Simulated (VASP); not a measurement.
Runs of VASP 6.6.1 on SnSe (zincblende type). The structure is that of space group F-43m (No. 216), or close to it. The cells are those of the table. 

```csv
cell,gap on the mesh (eV),pressure (GPa)
"a = 3.811 Å, angles 60.0°, 2 atoms",none,67.2
"a = 4.319 Å, angles 60.0°, 2 atoms",none,11.5
"a = 4.009 Å, angles 60.0°, 2 atoms",none,(a)
"a = 4.170 Å, angles 60.0°, 2 atoms",none,21.1
```

Alike in all rows: task single point; level LDA; potentials or basis VASP PAW LDA potentials, release 64 (Sn_d, Se); no spin polarisation; k mesh 11 × 11 × 11; cutoff (eV) 520; smearing fermi-dirac 0.08 eV.

Q: Estimate the missing entries.

A: (a) 36.5.

Caveats: spin-orbit coupling is left out, which moves the levels of the heavy elements.

A k mesh can miss the band edges, and the runs leave out spin-orbit coupling on Se, Sn.

A gap of «none» marks levels without a gap at the run's occupations.
